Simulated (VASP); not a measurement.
# N (P6_3/mmc) in VASP: a series of runs, part 2 of 2

VASP 6.6.1.

### Step 5. Relaxation of cell and atoms, PBE+D3(BJ)

Input file INCAR:

```
SYSTEM = N
PREC = Accurate
ENCUT = 600
EDIFF = 1E-7
ISMEAR = 0
SIGMA = 0.02
LREAL = .FALSE.
LASPH = .TRUE.
NELM = 100
ALGO = Normal
ISIF = 3
LWAVE = .FALSE.
LCHARG = .FALSE.
GGA = PE
IVDW = 12
IBRION = 2
NSW = 100
EDIFFG = -0.005
```

Input file KPOINTS:

```
regular mesh
0
G
  9 9 4
  0 0 0
```

Input file POSCAR:

```
N
1.0
    3.8218892929      0.0000000000      0.0000000000
   -1.9109446464      3.3098532181      0.0000000000
    0.0000000000      0.0000000000      7.4228208320
N
4
Direct
    0.3333333333      0.6666666667      0.3242381484
    0.3333333333      0.6666666667      0.1757618516
    0.6666666667      0.3333333333      0.8242381484
    0.6666666667      0.3333333333      0.6757618516
```

Potentials or basis: VASP PAW PBE potentials, release 64 (N).

Started as:

```bash
$ cat potpaw_PBE.64/N/POTCAR > POTCAR
$ mpirun -np 1 vasp_std > vasp.out
```

OUTCAR:

```text
SYSTEM = N
   PREC = Accurate
   ENCUT = 600
   EDIFF = 1E-7
   ISMEAR = 0
   LREAL = .FALSE.
   LASPH = .TRUE.
   NELM = 100
   ISIF = 3
   GGA = PE
   IVDW = 12
   IBRION = 2
   NSW = 100
   EDIFFG = -0.005
 IVDW          = 12

 ion  position               nearest neighbor table
   1  0.333  0.667  0.324-   2 1.10
   2  0.333  0.667  0.176-   1 1.10
   3  0.667  0.333  0.824-   4 1.10
   4  0.667  0.333  0.676-   3 1.10

  LATTYP: Found a hexagonal cell.
 ALAT       =     3.8218892929
 C/A-ratio  =     1.9421862496

  Lattice vectors:

 A1 = (   3.8218892929,   0.0000000000,   0.0000000000)
 A2 = (  -1.9109446464,   3.3098532181,   0.0000000000)
 A3 = (   0.0000000000,   0.0000000000,   7.4228208320)

Analysis of symmetry for initial positions (statically):
=====================================================================
 Subroutine PRICEL returns:
 Original cell was already a primitive cell.
[... 396 lines left out ...]
  free energy    TOTEN  =       -33.30083462 eV

  energy without entropy =      -33.30083462  energy(sigma->0) =      -33.30083462

 E-fermi :  -6.0141     XC(G=0):  -6.5462

 val. band max:       -6.1271993228   @ k =   0.0000   0.0000   0.0000
 cond. band min:       0.6894829782   @ k =   0.4444   0.1111   0.0000
 fundamental gap:      6.8166823010
 Fermi energy:        -6.0140979477

 k-point     1 :       0.0000    0.0000    0.0000
  band No.  band energies     occupation
      1     -24.6413      2.00000
      2     -24.6125      2.00000
      3     -10.5153      2.00000
      4      -9.6153      2.00000
      5      -7.7103      2.00000
      6      -7.7103      2.00000
      7      -7.6324      2.00000
      8      -7.6324      2.00000
      9      -7.4461      2.00000
     10      -6.1272      2.00000
     11       1.7579      0.00000
     12       1.7579      0.00000
     13       2.1281      0.00000
     14       2.1281      0.00000
[... 377 lines left out ...]
      1     -24.5739      2.00000
      2     -24.5739      2.00000
      3      -9.8983      2.00000
      4      -9.8983      2.00000
      5      -8.1671      2.00000
      6      -8.0934      2.00000
      7      -8.0934      2.00000
      8      -8.0173      2.00000
      9      -6.4660      2.00000
     10      -6.4660      2.00000
     11       0.8645      0.00000
     12       1.3612      0.00000
     13       1.3612      0.00000
     14       1.7105      0.00000

 [... further k-points ...]

------------------------ aborting loop because EDIFF is reached ----------------------------------------

 Edisp (eV)   -0.22606

 E8    (eV) :    -0.0539
[... 27 lines left out ...]
  FREE ENERGIE OF THE ION-ELECTRON SYSTEM (eV)
  ---------------------------------------------------
  free  energy   TOTEN  =       -33.5268976092 eV

  energy  without entropy=      -33.5268976092  energy(sigma->0) =      -33.52689761

 reached required accuracy - stopping structural energy minimisation
```

OSZICAR:

```text
N       E                     dE             d eps       ncg     rms          rms(c)
DAV:   1     0.142407371577E+03    0.14241E+03   -0.10241E+04  1008   0.134E+03
DAV:   2    -0.213372412778E+02   -0.16374E+03   -0.15949E+03  1392   0.294E+02
[... 135 lines left out ...]
       N       E                     dE             d eps       ncg     rms          rms(c)
DAV:   1    -0.333009037854E+02    0.12426E-03   -0.36828E-03  1008   0.527E-01    0.505E-02
DAV:   2    -0.333008437329E+02    0.60053E-04   -0.16239E-04  1008   0.109E-01    0.213E-02
DAV:   3    -0.333008338410E+02    0.98919E-05   -0.60556E-05  1026   0.580E-02    0.804E-03
DAV:   4    -0.333008347261E+02   -0.88510E-06   -0.12950E-06  1062   0.101E-02    0.336E-03
DAV:   5    -0.333008345375E+02    0.18865E-06   -0.31061E-07   902   0.470E-03    0.521E-04
DAV:   6    -0.333008346191E+02   -0.81610E-07   -0.21651E-08   504   0.178E-03
  16 F= -.33526898E+02 E0= -.33526898E+02  d E =-.104010E-03
```

It took 5.3 min on 1 thread of AMD EPYC 7R43 (Zen 3), shared host; peak memory 0.22 GiB.

What came out:

- Free energy: -33.5269 eV
- Relaxed volume: 21.96 Å³/atom
- Relaxed cell: a = 3.739 Å, b = 3.739 Å, c = 7.256 Å, α = 90.00°, β = 90.00°, γ = 120.00°
- Space group after relaxing (to 0.05 Å): P6_3/mmc (No. 194)
- Energy gained by relaxing: 5.4 meV/atom
- Ionic steps: 16
- Pressure after relaxing: 0.0 GPa
- Band gap on the k mesh: 6.82 eV, indirect (least direct gap 6.97 eV)
- Dispersion energy per atom: -0.057 eV

Forces in eV/Å, atoms in the order of the input:
```
N    0.000  0.000 -0.002
N    0.000  0.000  0.002
N    0.000  0.000 -0.002
N    0.000  0.000  0.002
```

The path:
```
step  energy change (eV)  largest force (eV/Å)  pressure (GPa)  volume (Å³)
   1              0.0000                1.6628            1.87        93.90
   2              3.7759               14.3467          -20.78        97.61
   3             -0.0103                0.9904           -1.45        94.10
   4             -0.0163                0.3733           -0.67        94.02
   5             -0.0172                0.0532           -0.27        93.98
   6             -0.0173                0.0068           -0.19        93.98
   7             -0.0173                0.0193           -0.17        93.98
   8             -0.0176                0.0219           -0.16        93.70
   9             -0.0186                0.0291           -0.14        92.86
  10             -0.0201                0.0499           -0.06        91.21
  11             -0.0215                0.1172            0.14        87.96
  12             -0.0216                0.0154           -0.03        87.83
  13             -0.0216                0.0074           -0.02        87.83
  14             -0.0216                0.0055           -0.01        87.84
  15             -0.0216                0.0562            0.06        87.90
  16             -0.0216                0.0024           -0.02        87.84
```

Final structure:
```
N
1.0
     3.73878    0.00000    0.00000
    -1.86939    3.23787    0.00000
     0.00000    0.00000    7.25601
N
4
Direct
  0.33333 0.66667 0.32666
  0.33333 0.66667 0.17334
  0.66667 0.33333 0.82666
  0.66667 0.33333 0.67334
```

Caveat: the standard files for N, O and F lose accuracy on very short bonds. PBE gaps usually lie below the measured ones, often by a third to a half.

### Step 6. The runs side by side

```csv
task,cell,k mesh,cutoff (eV),gap on the mesh (eV),pressure (GPa),largest force (eV/Å)
single point,"a = 3.822, b = 3.822, c = 7.423 Å, angles 90.0, 90.0, 120.0°, 4 atoms",9 × 9 × 4,520,7.09,2.0,1.75
single point,"a = 3.822, b = 3.822, c = 7.423 Å, angles 90.0, 90.0, 120.0°, 4 atoms",6 × 6 × 4,520,7.07,2.0,1.75
relaxation of cell and atoms,"relaxed from a = 3.822, b = 3.822, c = 7.423 Å, angles 90.0, 90.0, 120.0°, 4 atoms",9 × 9 × 4,600,6.82,0.0,-
```

Alike in all rows: level PBE+D3(BJ); potentials or basis VASP PAW PBE potentials, release 64 (N); no spin polarisation; smearing gaussian 0.02 eV.

Caveats: the standard files for N, O and F lose accuracy on very short bonds; forces of over 1 eV/Å act on the atoms, so gaps and moduli don't describe the material at rest (some runs).

Absolute energies hang on the potentials; compare differences alone.
